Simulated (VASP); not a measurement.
# HfC (P1) in VASP: single point with PBE

Aim: the single point of HfC with PBE.

All numbers are computed with VASP 6.6.1; they aren't measurements. Logs are shortened: lines on timing, memory, paths and dates and some standing lists are left out, and cuts for length are marked.

## (1) The cell of the first run

The typed cell holds 2 atoms: a = 3.596 Å, b = 3.546 Å, c = 3.625 Å, α = 59.88°, β = 59.13°, γ = 59.33°.

## (2) Single point, PBE (atoms moved at random and the cell strained at random)

File INCAR:

```
SYSTEM = HfC
  PREC = Accurate
  ENCUT = 520
  EDIFF = 1E-7
  ISMEAR = 0
  SIGMA = 0.05
  LREAL = .False.
  LASPH = .True.
  NELM = 80
  ALGO = Normal
  ISIF = 2
  LWAVE = .False.
  LCHARG = .True.
  GGA = PE
  LELF = .True.
  LVHAR = .True.
  NBANDS = 14
```

File KPOINTS:

```
regular mesh
0
Gamma
  12 12 12
  0 0 0
```

File POSCAR:

```
HfC
1.0
    0.0257605246      2.5605940026      2.5243132853
    2.5019062725      0.0376834509      2.5123903589
    2.5400354915      2.5868002953     -0.0004457681
Hf C
1 1
Direct
    0.0032792397      0.0005338288     -0.0081693613
    0.2467207603      0.2494661712      0.2581693613
```

Potentials or basis: VASP PAW PBE potentials, release 64 (Hf_pv, C).

Run with:

```sh
$ cat potpaw_PBE.64/Hf_pv/POTCAR potpaw_PBE.64/C/POTCAR > POTCAR
$ mpirun -np 1 vasp_std > vasp.out
```

OUTCAR:

```text
SYSTEM = HfC
   PREC = Accurate
   ENCUT = 520
   EDIFF = 1E-7
   ISMEAR = 0
   LREAL = .False.
   LASPH = .True.
   NELM = 80
   ISIF = 2
   GGA = PE

 ion  position               nearest neighbor table
   1  0.003  0.001  0.992-   2 2.16   2 2.17   2 2.20   2 2.23
   2  0.247  0.249  0.258-   1 2.16   1 2.17   1 2.20   1 2.23

  LATTYP: Found a triclinic cell.
 ALAT       =     3.5796362839
 B/A-ratio  =     1.4071758340
 C/A-ratio  =     1.0127764115
 COS(alpha) =     0.0002175712
 COS(beta)  =     0.5156633119
 COS(gamma) =     0.7003805188

  Lattice vectors:

 A1 = (  -0.0381292190,  -2.5491168444,   2.5128361270)
 A2 = (  -0.0123686944,   0.0114771582,   5.0371494123)
 A3 = (  -2.5400354915,  -2.5868002953,   0.0004457681)

Analysis of symmetry for initial positions (statically):
=====================================================================
 Subroutine PRICEL returns:
 Original cell was already a primitive cell.

 Routine SETGRP: Setting up the symmetry group for a
 triclinic supercell.

 Subroutine GETGRP returns: Found  1 space group operations
 (whereof  1 operations were pure point group operations)
 out of a pool of  2 trial point group operations.

The static configuration has the point symmetry C_1 .

Analysis of symmetry for dynamics (positions and initial velocities):
=====================================================================
 Subroutine PRICEL returns:
 Original cell was already a primitive cell.

 Routine SETGRP: Setting up the symmetry group for a
 triclinic supercell.

 Subroutine GETGRP returns: Found  1 space group operations
 (whereof  1 operations were pure point group operations)
 out of a pool of  2 trial point group operations.

The dynamic configuration has the point symmetry C_1 .

 Subroutine INISYM returns: Found  1 space group operations
 (whereof  1 operations are pure point group operations),
 and found     1 'primitive' translations

----------------------------------------------------------------------------------------

                                     Primitive cell

  volume of cell :      32.2716

  direct lattice vectors                    reciprocal lattice vectors
     0.025760525  2.560594003  2.524313285    -0.201386725  0.197780055  0.197579836
     2.501906272  0.037683451  2.512390359     0.202377283 -0.198684283  0.199474622
     2.540035491  2.586800295 -0.000445768     0.196398372  0.193695929 -0.198484064

  length of vectors
     3.595756223  3.545851147  3.625371190     0.344545142  0.346730635  0.339832837

  position of ions in fractional coordinates (direct lattice)
[... 91 lines left out ...]
   NUPDOWN=      -1.0000    fix difference up-down
   EMIN   =  10.00;   EMAX   =-10.00  energy-range for DOS
   EFERMI =   0.00;   METHOD = LEGACY
   ISMEAR =     0;   SIGMA  =   0.05  broadening in eV -4-tet -1-fermi 0-gaus
   EFERMI_NEDOS =   21; number of points for ismear=-14 and -15
   IALGO  =     38    algorithm
   IMIX   =      4    mixing-type and parameters
     AMIX     =   0.40;   BMIX     =  1.00
     AMIX_MAG =   1.60;   BMIX_MAG =  1.00
  volume/ion in A,a.u.               =      16.14       108.89
  Fermi-wavevector in a.u.,A,eV,Ry     =   1.239303  2.341943 20.896797  1.535871
  Thomas-Fermi vector in A             =   2.373792
   LORBIT       =      0    0 simple, 1 ext, 2 COOP (PROOUT), +10 PAW based schemes
   GGA     = PE    functional components
   LHFCALC =     F    Hartree Fock is set to
   AEXX    =    0.0000 exact exchange contribution
   IVDW    =     0    specifies the selected vdW correction
   LEPSILON=     F    determine dielectric tensor
   LRPA    =     F    only Hartree local field effects (RPA)
 non-spin polarized calculation
 Gauss-broadening in eV      SIGMA  =   0.05
  energy-cutoff  :      520.00
  volume of cell :       32.27
 maximum number of plane-waves:       891
   NGX = 13   NGY = 13   NGZ = 13

 number of electron      13.9999999 magnetization

 Free energy of the ion-electron system (eV)
  ---------------------------------------------------
  ext. energy  EPLUGINS =         0.00000000
  ---------------------------------------------------
  free energy    TOTEN  =       -19.73761124 eV

  energy without entropy =      -19.73761120  energy(sigma->0) =      -19.73761122

 E-fermi :   3.7812     XC(G=0): -10.7798

 val. band max:        3.6417066466   @ k =   0.5000  -0.0000   0.5000
 cond. band min:       3.9249449193   @ k =  -0.2500   0.2500   0.5000
 fundamental gap:      0.2832382727
 Fermi energy:         3.7811501718

 k-point     1 :       0.0000    0.0000    0.0000
  band No.  band energies     occupation
      1     -26.0732      2.00000
      2     -26.0579      2.00000
      3     -26.0461      2.00000
      4      -6.9827      2.00000
      5       1.2640      2.00000
      6       1.4238      2.00000
      7       1.4794      2.00000
      8       6.8114      0.00000
      9       7.1222      0.00000
     10       7.2955      0.00000
     11      12.3550      0.00000
     12      12.7362      0.00000
     13      13.0168      0.00000
     14      17.4697      0.00000
[... 377 lines left out ...]
      1     -26.2504      2.00000
      2     -26.1244      2.00000
      3     -26.1048      2.00000
      4      -5.7252      2.00000
      5       0.2459      2.00000
      6       1.9913      2.00000
      7       2.1126      2.00000
      8       5.6867      0.00000
      9       7.8268      0.00000
     10       9.1062      0.00000
     11      11.4477      0.00000
     12      11.8657      0.00000
     13      12.9264      0.00000
     14      14.4186      0.00000

 [... further k-points ...]

------------------------ aborting loop because EDIFF is reached ----------------------------------------

  FORCE on cell =-STRESS in cart. coord.  units (eV):
  Direction    XX          YY          ZZ          XY          YZ          ZX
  --------------------------------------------------------------------------------------
  -------------------------------------------------------------------------------------
  Total       -0.1983801     -0.2905499     -0.2080520     -0.3039137     -0.4736488     -0.1221748
  in kB       -9.8489132    -14.4248386    -10.3290931    -15.0883106    -23.5150954     -6.0655725
  external PRESSURE =     -11.5342816 kB  Pullay stress =       0.0000000 kB

 VOLUME and BASIS-vectors are now :
 -----------------------------------------------------------------------------
  energy-cutoff  :      520.00
  volume of cell :       32.27
      direct lattice vectors                 reciprocal lattice vectors
     0.025760525  2.560594003  2.524313285    -0.201386725  0.197780055  0.197579836
     2.501906272  0.037683451  2.512390359     0.202377283 -0.198684283  0.199474622
     2.540035491  2.586800295 -0.000445768     0.196398372  0.193695929 -0.198484064

 POSITION                                       TOTAL-FORCE (eV/Angst)
 -----------------------------------------------------------------------------------
      2.52071      2.57408      0.00918         0.506459      0.261719     -0.008632
      1.28626      1.30899      1.24944        -0.506459     -0.261719      0.008632
 -----------------------------------------------------------------------------------
    total drift:                               -0.000011     -0.000013     -0.000102

  FREE ENERGIE OF THE ION-ELECTRON SYSTEM (eV)
  ---------------------------------------------------
  free  energy   TOTEN  =       -19.7376112386 eV

  energy  without entropy=      -19.7376112047  energy(sigma->0) =      -19.73761122
```

stdout:

```text
POSCAR found type information on POSCAR HfC
 POSCAR found :  2 types and       2 ions
 scaLAPACK will be used
 LDA part: xc-table for (Slater+PW92), standard interpolation
 POSCAR, INCAR and KPOINTS ok, starting setup
 FFT: planning ... GRIDC
 FFT: planning ... GRID_SOFT
 FFT: planning ... GRID
 WAVECAR not read
 entering main loop
```

It took 3.4 min on 1 thread of Intel Xeon 6975P-C (Granite Rapids), shared host; peak memory 0.5 GiB.

Results:

* Free energy: -19.7376 eV
* Pressure: -1.2 GPa
* Largest force: 0.570 eV/Å
* Band gap on the k mesh: 0.28 eV (least direct gap 0.29 eV)

Forces in eV/Å, atoms in the order of the input:
```
Hf   0.506  0.262 -0.009
C   -0.506 -0.262  0.009
```

Levels at points of the mesh, in eV from the valence-band top:
```csv
k point,band 5,band 6,band 7,band 8,band 9,band 10
"(0.00, 0.00, 0.00)",-2.38,-2.22,-2.16,3.17,3.48,3.65
"(0.50, 0.00, 0.00)",-2.94,-1.77,-1.64,3.90,4.16,4.46
"(0.00, 0.50, 0.00)",-2.89,-1.79,-1.57,3.75,4.18,4.51
"(0.50, 0.50, 0.00)",-4.09,-0.19,-0.04,0.50,4.33,5.22
"(0.00, 0.00, 0.50)",-3.06,-1.64,-1.45,3.65,4.24,4.35
"(0.50, 0.00, 0.50)",-4.13,-0.13,0.00,0.43,4.32,5.20
"(0.00, 0.50, 0.50)",-4.08,-0.20,-0.07,0.53,4.35,5.20
"(0.50, 0.50, 0.50)",-3.05,-1.75,-1.70,3.91,4.21,4.49
```

Caveat: the cell differs from its parent crystal (atoms moved at random and the cell strained at random); spin-orbit coupling is left out, which moves the levels of the heavy elements.
